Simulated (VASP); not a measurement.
Write the native input for VASP 6.6.1 that does the following.

- Task: electric field gradients
- Functional: LDA
- Potentials or basis: VASP PAW LDA potentials, release 64 (Li_sv, Pb_d)
- Cutoff: 520 eV
- k mesh: 10 × 10 × 10
- Occupations: fermi-dirac, width 0.03 eV
- Spin: no spin polarisation
- Dipole correction: no
- Further INCAR settings: ALGO = Normal; EDIFF = 1e-08; NBANDS = 16

The structure of LiPb lies in POSCAR:

```
LiPb
1.0
    3.5910763606      0.0000000000      0.0000000000
    0.0000000000      3.5910763606      0.0000000000
    0.0000000000      0.0000000000      3.5910763606
Li Pb
1 1
Direct
    0.5000000000      0.5000000000      0.5000000000
    0.0000000000      0.0000000000      0.0000000000
```

This cell differs from its parent crystal: volume scaled by 1.06.

The input as run:

INCAR

```
  PREC = Accurate
  ENCUT = 520
  EDIFF = 1E-8
  ISMEAR = -1
  SIGMA = 0.03
  LREAL = False
  LASPH = True
  NELM = 100
  ALGO = Normal
  ISIF = 2
  LWAVE = False
  LCHARG = False
  GGA = CA
  LEFG = True
  NBANDS = 16
```

KPOINTS

```
Automatic mesh
0
Gamma
  10 10 10
```

Potentials or basis: VASP PAW LDA potentials, release 64 (Li_sv, Pb_d).

Launch:

```console
$ cat potpaw_LDA.64/Li_sv/POTCAR potpaw_LDA.64/Pb_d/POTCAR > POTCAR
$ mpirun -np 1 vasp_std > vasp.out
```

Run time: 28 s on 1 thread of Intel(R) Xeon(R) Platinum 8488C (Sapphire Rapids), on a shared host, peak memory 0.16 GiB.
